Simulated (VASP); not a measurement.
# ReP2 (P4/mmm) in VASP: notebook

The runs below take ReP2 through single point, with PBE.

Program: VASP 6.6.1. These are calculated values, not measurements. Logs are shortened: lines on timing, memory, paths and dates and some standing lists are left out, and cuts for length are marked.

## Step 1: The cell of the first run

Symmetry: P4/mmm, No. 123, tetragonal system. Conventional cell: a = 2.980 Å, b = 2.980 Å, c = 5.458 Å, α = 90.00°, β = 90.00°, γ = 90.00°. Re (site symmetry 4/mmm) has 8 P at 2.52 Å and 4 Re at 2.98 Å within 3.3 Å. P (site symmetry 4mm) has 4 Re at 2.52 Å and 6 P at 2.68 to 2.98 Å within 3.3 Å.

The cell was generated, and may not be a known phase.

## Step 2: Single point, PBE

INCAR reads:

```
SYSTEM = ReP2
  PREC = Accurate
  ENCUT = 560
  EDIFF = 1E-6
  ISMEAR = 0
  SIGMA = 0.1
  LREAL = .FALSE.
  LASPH = .TRUE.
  NELM = 120
  ALGO = Normal
  ISIF = 2
  LWAVE = .FALSE.
  LCHARG = .TRUE.
  GGA = PE
  LELF = .TRUE.
  LVHAR = .TRUE.
  NBANDS = 20
  GGA_COMPAT = .FALSE.
```

KPOINTS reads:

```
regular mesh
0
G
  6 6 4
  0 0 0
```

POSCAR reads:

```
ReP2
1.0
    2.9799339483      0.0000000000      0.0000000000
    0.0000000000      2.9799339483      0.0000000000
    0.0000000000      0.0000000000      5.4584596369
Re P
1 2
Direct
    0.0000000000      0.0000000000      0.0000000000
    0.5000000000      0.5000000000      0.7456482460
    0.5000000000      0.5000000000      0.2543517540
```

Potentials or basis: VASP PAW PBE potentials, release 64 (Re_sv_GW, P).

Command:

```bash
$ cat potpaw_PBE.64/Re_sv_GW/POTCAR potpaw_PBE.64/P/POTCAR > POTCAR
$ mpirun -np 1 vasp_std > vasp.out
```

OUTCAR:

```text
SYSTEM = ReP2
   PREC = Accurate
   ENCUT = 560
   EDIFF = 1E-6
   ISMEAR = 0
   LREAL = .FALSE.
   LASPH = .TRUE.
   NELM = 120
   ISIF = 2
   GGA = PE

 ion  position               nearest neighbor table
   1  0.000  0.000  0.000-   2 2.52   3 2.52   2 2.52   3 2.52   2 2.52   3 2.52   2 2.52   3 2.52

   2  0.500  0.500  0.746-   1 2.52   1 2.52   1 2.52   1 2.52   3 2.68   3 2.78
   3  0.500  0.500  0.254-   1 2.52   1 2.52   1 2.52   1 2.52   2 2.68   2 2.78

  LATTYP: Found a simple tetragonal cell.
 ALAT       =     2.9799339483
 C/A-ratio  =     1.8317384652

  Lattice vectors:

 A1 = (   2.9799339483,   0.0000000000,   0.0000000000)
 A2 = (   0.0000000000,   2.9799339483,   0.0000000000)
 A3 = (   0.0000000000,   0.0000000000,   5.4584596369)

Analysis of symmetry for initial positions (statically):
=====================================================================
 Subroutine PRICEL returns:
 Original cell was already a primitive cell.

 Routine SETGRP: Setting up the symmetry group for a
 simple tetragonal supercell.

 Subroutine GETGRP returns: Found 16 space group operations
 (whereof 16 operations were pure point group operations)
 out of a pool of 16 trial point group operations.

The static configuration has the point symmetry D_4h.

Analysis of symmetry for dynamics (positions and initial velocities):
=====================================================================
 Subroutine PRICEL returns:
 Original cell was already a primitive cell.

 Routine SETGRP: Setting up the symmetry group for a
 simple tetragonal supercell.

 Subroutine GETGRP returns: Found 16 space group operations
 (whereof 16 operations were pure point group operations)
 out of a pool of 16 trial point group operations.

The dynamic configuration has the point symmetry D_4h.

 Subroutine INISYM returns: Found 16 space group operations
 (whereof 16 operations are pure point group operations),
 and found     1 'primitive' translations

----------------------------------------------------------------------------------------

                                     Primitive cell

  volume of cell :      48.4712

  direct lattice vectors                    reciprocal lattice vectors
     2.979933948  0.000000000  0.000000000     0.335577908  0.000000000  0.000000000
     0.000000000  2.979933948  0.000000000     0.000000000  0.335577908  0.000000000
     0.000000000  0.000000000  5.458459637     0.000000000  0.000000000  0.183201868

  length of vectors
     2.979933948  2.979933948  5.458459637     0.335577908  0.335577908  0.183201868

  position of ions in fractional coordinates (direct lattice)
     0.000000000  0.000000000  0.000000000
     0.500000000  0.500000000  0.745648246
     0.500000000  0.500000000  0.254351754

  ion indices of the primitive-cell ions
   primitive index   ion index
                 1           1
                 2           2
                 3           3

----------------------------------------------------------------------------------------

 KPOINTS: regular mesh

Automatic generation of k-mesh.
 Grid dimensions read from file:
 generate k-points for:    6    6    4

 Generating k-lattice:

  Cartesian coordinates                     Fractional coordinates (reciprocal lattice)
     0.055929651  0.000000000  0.000000000     0.166666667  0.000000000  0.000000000
     0.000000000  0.055929651  0.000000000     0.000000000  0.166666667  0.000000000
     0.000000000  0.000000000  0.045800467     0.000000000  0.000000000  0.250000000

  Length of vectors
     0.055929651  0.055929651  0.045800467

  Shift w.r.t. Gamma in fractional coordinates (k-lattice)
     0.000000000  0.000000000  0.000000000

 Subroutine IBZKPT returns following result:
 ===========================================

 Found     30 irreducible k-points:

 Following reciprocal coordinates:
            Coordinates               Weight
  0.000000  0.000000  0.000000      1.000000
  0.166667  0.000000  0.000000      4.000000
  0.333333  0.000000  0.000000      4.000000
  0.500000  0.000000  0.000000      2.000000
  0.166667  0.166667  0.000000      4.000000
  0.333333  0.166667  0.000000      8.000000
[... 16 lines left out ...]
  0.333333  0.000000  0.500000      4.000000
  0.500000  0.000000  0.500000      2.000000
 [... further k-points ...]
   k-points           NKPTS =     30   k-points in BZ     NKDIM =     30   number of bands    NBANDS=     20
   number of dos      NEDOS =    301   number of ions     NIONS =      3
   total plane-waves  NPLWV =  24192
   dimension x,y,z NGX =    24 NGY =   24 NGZ =   42
   dimension x,y,z NGXF=    48 NGYF=   48 NGZF=   84
   ions per type =               1   2
   NGX,Y,Z   is equivalent  to a cutoff of  13.39, 13.39, 12.79 a.u.
   NGXF,Y,Z  is equivalent  to a cutoff of  26.78, 26.78, 25.58 a.u.
 SYSTEM =  ReP2
   PREC   = accura    normal or accurate (medium, high low for compatibility)
   ISTART =      0    job   : 0-new  1-cont  2-samecut
   ICHARG =      2    charge: 1-file 2-atom 10-const
   ISPIN  =      1    spin polarized calculation?
   LNONCOLLINEAR =      F non collinear calculations
   LSORBIT =      F    spin-orbit coupling
   LASPH  =      T    aspherical Exc in radial PAW
   ENCUT  =  560.0 eV  41.16 Ry    6.42 a.u.   5.75  5.75 10.53*2*pi/ulx,y,z
   NELM   =    120;   NELMIN=  2; NELMDL= -5     # of ELM steps
   EDIFF  = 0.1E-05   stopping-criterion for ELM
   LREAL  =      F    real-space projection
   EDIFFG = 0.1E-04   stopping-criterion for IOM
   NSW    =      0    number of steps for IOM
   IBRION =     -1    ionic relax: 0-MD 1-quasi-New 2-CG
   NFREE  =      0    steps in history (QN), initial steepest desc. (CG)
   ISIF   =      2    stress and relaxation
   ISYM   =      2    0-nonsym 1-usesym 2-fastsym
   POTIM  = 0.5000    time-step for ionic-motion
   TEBEG  =    0.0;   TEEND  =   0.0 temperature during run
   PSTRESS=    0.0 pullay stress
   NELECT =      25.0000    total number of electrons
   NUPDOWN=      -1.0000    fix difference up-down
   EMIN   =  10.00;   EMAX   =-10.00  energy-range for DOS
   EFERMI =   0.00;   METHOD = LEGACY
   ISMEAR =     0;   SIGMA  =   0.10  broadening in eV -4-tet -1-fermi 0-gaus
   EFERMI_NEDOS =   21; number of points for ismear=-14 and -15
   IALGO  =     38    algorithm
   IMIX   =      4    mixing-type and parameters
     AMIX     =   0.40;   BMIX     =  1.00
     AMIX_MAG =   1.60;   BMIX_MAG =  1.00
  volume/ion in A,a.u.               =      16.16       109.03
  Fermi-wavevector in a.u.,A,eV,Ry     =   1.312886  2.480995 23.451952  1.723670
  Thomas-Fermi vector in A             =   2.443247
   LORBIT       =      0    0 simple, 1 ext, 2 COOP (PROOUT), +10 PAW based schemes
   GGA     = PE    functional components
   LHFCALC =     F    Hartree Fock is set to
   AEXX    =    0.0000 exact exchange contribution
   IVDW    =     0    specifies the selected vdW correction
   LEPSILON=     F    determine dielectric tensor
   LRPA    =     F    only Hartree local field effects (RPA)
 non-spin polarized calculation
 Gauss-broadening in eV      SIGMA  =   0.10
  energy-cutoff  :      560.00
  volume of cell :       48.47
 maximum number of plane-waves:      1488
 NGX is ok and might be reduce to    24
   NGX = 11   NGY = 11   NGZ = 21

 number of electron      25.0000002 magnetization

 Free energy of the ion-electron system (eV)
  ---------------------------------------------------
  ext. energy  EPLUGINS =         0.00000000
  ---------------------------------------------------
  free energy    TOTEN  =       -24.73712650 eV

  energy without entropy =      -24.73045109  energy(sigma->0) =      -24.73378880

 E-fermi :   9.4053     XC(G=0): -11.5654

 val. band max:        9.3293436040   @ k =   0.1667   0.0000   0.2500
 cond. band min:       9.4516273008   @ k =   0.3333   0.1667   0.0000
 fundamental gap:      0.1222836968
 Fermi energy:         9.4052696960

 k-point     1 :       0.0000    0.0000    0.0000
  band No.  band energies     occupation
      1     -70.9362      2.00000
      2     -32.7794      2.00000
      3     -32.7794      2.00000
      4     -32.6261      2.00000
      5      -5.2566      2.00000
      6      -1.2956      2.00000
[... 12 lines left out ...]
     19      16.6566      0.00000
     20      17.6576      0.00000

 k-point     2 :       0.1667    0.0000    0.0000
  band No.  band energies     occupation
      1     -70.9327      2.00000
      2     -32.8622      2.00000
      3     -32.7717      2.00000
      4     -32.6163      2.00000
      5      -4.7636      2.00000
      6      -1.1791      2.00000
[... 12 lines left out ...]
     19      17.5492      0.00000
     20      18.0052      0.00000

 k-point     3 :       0.3333    0.0000    0.0000
  band No.  band energies     occupation
      1     -70.9257      2.00000
      2     -33.0247      2.00000
      3     -32.7566      2.00000
      4     -32.5968      2.00000
      5      -3.4603      2.00000
      6      -0.9480      2.00000
[... 12 lines left out ...]
     19      16.8950      0.00000
     20      19.3946      0.00000

 k-point     4 :       0.5000    0.0000    0.0000
  band No.  band energies     occupation
      1     -70.9225      2.00000
      2     -33.1052      2.00000
      3     -32.7493      2.00000
      4     -32.5875      2.00000
      5      -2.3501      2.00000
      6      -0.8364      2.00000
[... 12 lines left out ...]
     19      15.6116      0.00000
     20      19.2959      0.00000

 k-point     5 :       0.1667    0.1667    0.0000
  band No.  band energies     occupation
      1     -70.9294      2.00000
      2     -32.8573      2.00000
      3     -32.8503      2.00000
      4     -32.6070      2.00000
      5      -4.3150      2.00000
      6      -1.0010      2.00000
[... 12 lines left out ...]
     19      17.1609      0.00000
     20      18.6623      0.00000

 k-point     6 :       0.3333    0.1667    0.0000
  band No.  band energies     occupation
      1     -70.9222      2.00000
      2     -33.0144      2.00000
      3     -32.8363      2.00000
      4     -32.5880      2.00000
      5      -3.1667      2.00000
      6      -0.6196      2.00000
[... 12 lines left out ...]
     19      17.1218      0.00000
     20      18.7440      0.00000

 k-point     7 :       0.5000    0.1667    0.0000
  band No.  band energies     occupation
      1     -70.9189      2.00000
      2     -33.0937      2.00000
      3     -32.8277      2.00000
      4     -32.5786      2.00000
      5      -2.2803      2.00000
      6      -0.4176      2.00000
[... 12 lines left out ...]
     19      16.7466      0.00000
     20      17.8408      0.00000
[... 277 lines left out ...]
 k-point    20 :       0.5000    0.5000    0.2500
  band No.  band energies     occupation
      1     -70.9085      2.00000
      2     -33.0590      2.00000
      3     -33.0590      2.00000
      4     -32.5523      2.00000
      5      -2.0561      2.00000
      6       1.4864      2.00000
[... 12 lines left out ...]
     19      15.3508      0.00000
     20      15.3508      0.00000

 k-point    21 :       0.0000    0.0000    0.5000
  band No.  band energies     occupation
      1     -70.9363      2.00000
      2     -32.7795      2.00000
      3     -32.7795      2.00000
      4     -32.6263      2.00000
      5      -4.7404      2.00000
      6      -2.9161      2.00000
[... 12 lines left out ...]
     19      16.7077      0.00000
     20      17.4377      0.00000

 k-point    22 :       0.1667    0.0000    0.5000
  band No.  band energies     occupation
      1     -70.9328      2.00000
      2     -32.8623      2.00000
      3     -32.7718      2.00000
      4     -32.6166      2.00000
      5      -4.2176      2.00000
      6      -2.6963      2.00000
[... 12 lines left out ...]
     19      17.0870      0.00000
     20      19.2226      0.00000

 k-point    23 :       0.3333    0.0000    0.5000
  band No.  band energies     occupation
      1     -70.9258      2.00000
      2     -33.0249      2.00000
      3     -32.7567      2.00000
      4     -32.5970      2.00000
      5      -2.8269      2.00000
      6      -2.1917      2.00000
[... 12 lines left out ...]
     19      17.1772      0.00000
     20      18.1859      0.00000

 k-point    24 :       0.5000    0.0000    0.5000
  band No.  band energies     occupation
      1     -70.9222      2.00000
      2     -33.1047      2.00000
      3     -32.7490      2.00000
      4     -32.5871      2.00000
      5      -1.8942      2.00000
      6      -1.5880      2.00000
[... 12 lines left out ...]
     19      17.0205      0.00000
     20      17.0922      0.00000

 [... further k-points ...]
[... 5 lines left out ...]
  --------------------------------------------------------------------------------------
  -------------------------------------------------------------------------------------
  Total       -0.1903209     -0.1903209     -0.1634984      0.0000000      0.0000000      0.0000000
  in kB       -6.2909143     -6.2909143     -5.4043147      0.0000000      0.0000000      0.0000000
  external PRESSURE =      -5.9953811 kB  Pullay stress =       0.0000000 kB

 VOLUME and BASIS-vectors are now :
 -----------------------------------------------------------------------------
  energy-cutoff  :      560.00
  volume of cell :       48.47
      direct lattice vectors                 reciprocal lattice vectors
     2.979933948  0.000000000  0.000000000     0.335577908  0.000000000  0.000000000
     0.000000000  2.979933948  0.000000000     0.000000000  0.335577908  0.000000000
     0.000000000  0.000000000  5.458459637     0.000000000  0.000000000  0.183201868

 POSITION                                       TOTAL-FORCE (eV/Angst)
 -----------------------------------------------------------------------------------
      0.00000      0.00000      0.00000        -0.000000      0.000000      0.000000
      1.48997      1.48997      4.07009        -0.000000     -0.000000      0.041049
      1.48997      1.48997      1.38837         0.000000      0.000000     -0.041049
 -----------------------------------------------------------------------------------
    total drift:                               -0.000000      0.000000      0.000000

  FREE ENERGIE OF THE ION-ELECTRON SYSTEM (eV)
  ---------------------------------------------------
  free  energy   TOTEN  =       -24.7371265030 eV

  energy  without entropy=      -24.7304510946  energy(sigma->0) =      -24.73378880
```

Run time: 14 s. Hardware: 1 thread of Intel Xeon 6975P-C (Granite Rapids), shared host; peak memory 0.18 GiB.

Results:

| Item | Value |
| --- | --- |
| Free energy | -24.7371 eV |
| Pressure | -0.6 GPa |
| Largest force | 0.041 eV/Å |
| Band gap on the k mesh | zero (an odd number of electrons rules out a gap without spin polarisation) |

Forces in eV/Å, atoms in the order of the input:
```
Re   0.000  0.000  0.000
P    0.000  0.000  0.041
P    0.000  0.000 -0.041
```

Levels at points of the mesh, in eV from the Fermi level:
| k point | band 10 | band 11 | band 12 | band 13 | band 14 | band 15 |
| --- | --- | --- | --- | --- | --- | --- |
| (0.00, 0.00, 0.00) | -2.21 | -1.03 | 0.22 | 0.51 | 0.51 | 2.86 |
| (0.50, 0.00, 0.00) | -3.49 | -3.34 | -0.59 | 0.33 | 2.09 | 3.19 |
| (0.50, 0.50, 0.00) | -4.87 | -4.87 | -1.87 | 2.41 | 3.82 | 3.82 |
| (0.00, 0.00, 0.50) | -2.36 | -2.36 | 0.22 | 1.07 | 1.07 | 1.99 |
| (0.50, 0.00, 0.50) | -3.45 | -2.65 | -1.14 | -0.61 | 2.34 | 2.46 |
| (0.50, 0.50, 0.50) | -4.22 | -1.48 | -1.34 | -0.10 | 2.04 | 2.04 |

Caveat: spin-orbit coupling is left out, which moves the levels of the heavy elements.

## Step 3: Single point, PBE

This run uses another cell than the first one, of 16.68 Å³/atom.

INCAR reads:

```
SYSTEM = ReP2
PREC = Accurate ; ENCUT = 560
EDIFF = 1E-6 ; ISMEAR = 0
SIGMA = 0.1 ; LREAL = .FALSE.
LASPH = .TRUE. ; NELM = 120
ALGO = Normal ; ISIF = 2
LWAVE = .FALSE. ; LCHARG = .FALSE.
GGA = PE ; NBANDS = 20
GGA_COMPAT = .FALSE.
```

KPOINTS is that of step 2.

POSCAR reads:

```
ReP2
1.0
    2.9723298100      0.0000000000      0.0000000000
    0.0000000000      2.9723298100      0.0000000000
    0.0000000000      0.0000000000      5.6629441700
Re P
1 2
Direct
    0.0000000000      0.0000000000      0.0000000000
    0.5000000000      0.5000000000      0.7286017500
    0.5000000000      0.5000000000      0.2713982500
```

Potentials or basis: VASP PAW PBE potentials, release 64 (Re_sv_GW, P).

Command:

```bash
$ cat potpaw_PBE.64/Re_sv_GW/POTCAR potpaw_PBE.64/P/POTCAR > POTCAR
$ mpirun -np 1 vasp_std > vasp.out
```

Wall time 17 s (1 thread of AMD EPYC 9R45 (Zen 5), shared host); peak memory 0.16 GiB.

The run converged. Its results:

```yaml
Free_energy: -24.4123 eV
Pressure: -9.7 GPa
Largest_force: 2.207 eV/Å
Band_gap_on_the_k_mesh: zero (an odd number of electrons rules out a gap without spin polarisation)
```

Forces in eV/Å, atoms in the order of the input:
```
Re   0.000  0.000  0.000
P    0.000  0.000  2.207
P    0.000  0.000 -2.207
```

Stress tensor (GPa, compression positive):
```
 -6.20   0.00   0.00
  0.00  -6.20   0.00
  0.00   0.00 -16.61
```

Levels at points of the mesh, in eV from the Fermi level:
| k point | band 9 | band 10 | band 11 | band 12 | band 13 | band 14 | band 15 | band 16 |
| --- | --- | --- | --- | --- | --- | --- | --- | --- |
| (0.00, 0.00, 0.00) | -1.69 | -1.69 | -1.46 | 0.89 | 0.90 | 0.90 | 2.24 | 5.77 |
| (0.50, 0.00, 0.00) | -4.16 | -3.19 | -2.44 | -0.14 | -0.03 | 1.92 | 3.43 | 3.75 |
| (0.50, 0.50, 0.00) | -5.43 | -4.59 | -4.59 | -1.77 | 2.81 | 3.75 | 3.75 | 3.76 |
| (0.00, 0.00, 0.50) | -3.48 | -1.87 | -1.87 | 0.89 | 1.55 | 1.68 | 1.68 | 4.32 |
| (0.50, 0.00, 0.50) | -4.21 | -2.55 | -2.39 | -0.70 | -0.16 | 2.52 | 2.71 | 4.01 |
| (0.50, 0.50, 0.50) | -3.74 | -3.74 | -1.52 | -1.41 | -0.83 | 1.28 | 1.28 | 2.49 |

Caveat: the stress differs along the axes, from -17 to -6 GPa; spin-orbit coupling is left out, which moves the levels of the heavy elements; forces of over 1 eV/Å act on the atoms, so gaps and moduli don't describe the material at rest.

The gap in the log of VASP goes by the Fermi energy; the results here count the filled bands.